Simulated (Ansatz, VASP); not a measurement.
**Two plane-wave programs on BiTe**

```
CELL_PARAMETERS angstrom
0.00000 3.19715 3.19715
3.19715 0.00000 3.19715
3.19715 3.19715 0.00000
ATOMIC_POSITIONS crystal
Bi 0.97852 0.02148 0.97852
Te 0.53519 0.46481 0.53519
```

Change from the starting cell: mode 4 (101.1 1/cm) frozen in, largest displacement +0.225 Å.

Alike in both runs: task single point; functional PBEsol; k mesh 16 × 16 × 16; occupations gaussian, width 0.15 eV; no spin polarisation.

|  | VASP | Ansatz |
| --- | --- | --- |
| version | VASP 6.6.1 | Ansatz 0.2.0 |
| potentials or method | VASP PAW PBE potentials, release 64 (Bi_d, Te), cutoff 500 eV | scalar-relativistic, plane waves, PAW |
| valence electrons in the cell | 21 | 31 |

|  | VASP | Ansatz | Ansatz less VASP |
| --- | --- | --- | --- |
| gap on the k mesh at the Fermi level (eV) | none | none | - |
| pressure (GPa) | 2.7 | 2.7 | 0.00 |
| traceless stress, the component that is largest in VASP (GPa) | 2.54 | 2.49 | -0.055 |
| rms of the force components (eV/Å) | 0.761 | 0.752 | -0.0092 |

VASP's potentials were made for PBE, not for PBEsol. Atom by atom the forces differ by 0.009 eV/Å (rms over components). A gap of «none» marks a metal or a gap that the smearing closes. VASP's potentials hold 21 valence electrons a cell and Ansatz's 31, so a difference there can come from the potentials and not from the codes.

Neither program's run includes spin-orbit coupling.
